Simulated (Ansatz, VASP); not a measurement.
BN: VASP beside Ansatz

```
CELL_PARAMETERS angstrom
2.55394 0.00319 0.00000
-1.27421 2.21018 0.00000
0.00000 0.00000 4.22685
ATOMIC_POSITIONS crystal
B 0.66667 0.33333 0.99972
B 0.33333 0.66667 0.49972
N 0.66667 0.33333 0.62528
N 0.33333 0.66667 0.12528
```

Change from the starting cell: strain +0.0025 x Voigt [0, 0, 0, 0, 0, 1], atoms carried along.

Alike in both runs: task single point; functional PBE; k mesh 12 × 12 × 6; occupations gaussian, width 0.05 eV; no spin polarisation.

```csv
,VASP,Ansatz
version,VASP 6.6.1,Ansatz 0.2.0
potentials or method,"VASP PAW PBE potentials, release 64 (B, N), cutoff 520 eV","scalar-relativistic, plane waves, PAW"
valence electrons in the cell,16,16
```

|  | VASP | Ansatz | Ansatz less VASP |
| --- | --- | --- | --- |
| gap on the k mesh at the Fermi level (eV) | 5.19 | 5.21 | +0.017 |
| least direct gap on the mesh (eV) | 8.23 | 8.24 | +0.007 |
| pressure (GPa) | 0.2 | 0.0 | -0.24 |
| traceless stress, the component that is largest in VASP (GPa) | -1.02 | -1.02 | +0.006 |
| rms of the force components (eV/Å) | 0.010 | 0.011 | +0.0009 |

Atom by atom the forces differ by 0.001 eV/Å (rms over components).
